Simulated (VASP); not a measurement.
Wanted: the native input for a VASP 6.6.1 run.

```
Task                   : single point
Functional             : PBEsol
Potentials or basis    : VASP PAW PBE potentials, release 64 (Si, Ge_d)
Cutoff                 : 520 eV
k mesh                 : 12 × 12 × 6
Occupations            : gaussian, width 0.02 eV
Spin                   : no spin polarisation
Dipole correction      : no
Further INCAR settings : ALGO = Normal; EDIFF = 1e-06; NBANDS = 26
```

The structure of SiGe lies in POSCAR:

```
SiGe
1.0
    4.0176148143      0.0000000000      0.0000000000
   -2.0088074071      3.4793564918      0.0000000000
    0.0000000000      0.0000000000      6.6366945583
Si Ge
2 2
Direct
    0.6666666667      0.3333333333      0.8747673200
    0.3333333333      0.6666666667      0.3747673200
    0.6666666667      0.3333333333      0.5002316800
    0.3333333333      0.6666666667      0.0002316800
```

This cell differs from its parent crystal: equal strain along all axes, cell held: +3.0 %, then relaxed in part.

One way to write it, as run:

INCAR

```
PREC = Accurate
ENCUT = 520
EDIFF = 1E-6
ISMEAR = 0
SIGMA = 0.02
LREAL = False
LASPH = True
NELM = 80
ALGO = Normal
ISIF = 2
LWAVE = False
LCHARG = False
GGA = PS
NBANDS = 26
```

KPOINTS

```
Automatic mesh
0
Gamma
  12 12 6
```

Potentials or basis: VASP PAW PBE potentials, release 64 (Si, Ge_d).

Command:

```bash
$ cat potpaw_PBE.64/Si/POTCAR potpaw_PBE.64/Ge_d/POTCAR > POTCAR
$ mpirun -np 1 vasp_std > vasp.out
```

It gave:

```json
{"Pressure": "-5.9 GPa", "Band gap on the k mesh": "0.17 eV"}
```

Caveat: the cell differs from its parent crystal (equal strain along all axes, cell held: +3.0 %, then relaxed in part); the cell stands under tension; semilocal functionals underestimate gaps, and a narrow one can read as zero; the PAW data sets were made with another functional, which shifts forces and pressure a little.

It took 72 s on 1 thread of Intel(R) Xeon(R) 6975P-C (Granite Rapids) (shared host), peak memory 0.3 GiB.
